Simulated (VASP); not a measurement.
Here is a VASP 6.6.1 calculation.

File INCAR:

```
SYSTEM = TiAl3
PREC = Accurate
ENCUT = 520
EDIFF = 1E-6
ISMEAR = 0
SIGMA = 0.15
LREAL = .FALSE.
LASPH = .TRUE.
NELM = 100
ALGO = Fast
ISIF = 2
LWAVE = .FALSE.
LCHARG = .FALSE.
GGA = PS
NBANDS = 18
```

Contents of KPOINTS:

```
Automatic mesh
0
G
  14 14 14
  0 0 0
```

POSCAR

```
TiAl3
1.0
   -1.8408058993      1.8408058993      4.5759266148
    1.8408058993     -1.8408058993      4.5759266148
    1.8408058993      1.8408058993     -4.5759266148
Ti Al
1 3
Direct
    0.0000000000      0.0000000000      0.0000000000
    0.5000000000      0.5000000000      0.0000000000
    0.7500000000      0.2401183226      0.4901183226
    0.2500000000      0.7598816774      0.5098816774
```

Potentials or basis: VASP PAW PBE potentials, release 64 (Ti_sv, Al).

Command:

```console
$ cat potpaw_PBE.64/Ti_sv/POTCAR potpaw_PBE.64/Al/POTCAR > POTCAR
$ mpirun -np 1 vasp_std > vasp.out
```

Problem. Estimate the largest force.

Solution. 0.570 eV/Å.

Problem. Estimate the pressure.

Solution. 2.1 GPa.

Forces on the atoms (eV/Å):
```
Ti   0.000  0.000  0.000
Al   0.000  0.000  0.000
Al   0.570  0.000 -0.002
Al  -0.570  0.000  0.002
```

Caveat: the cell differs from its parent crystal (atoms displaced along a vibrational mode, the cell strained); the PAW data sets were made with another functional, which shifts forces and pressure a little.
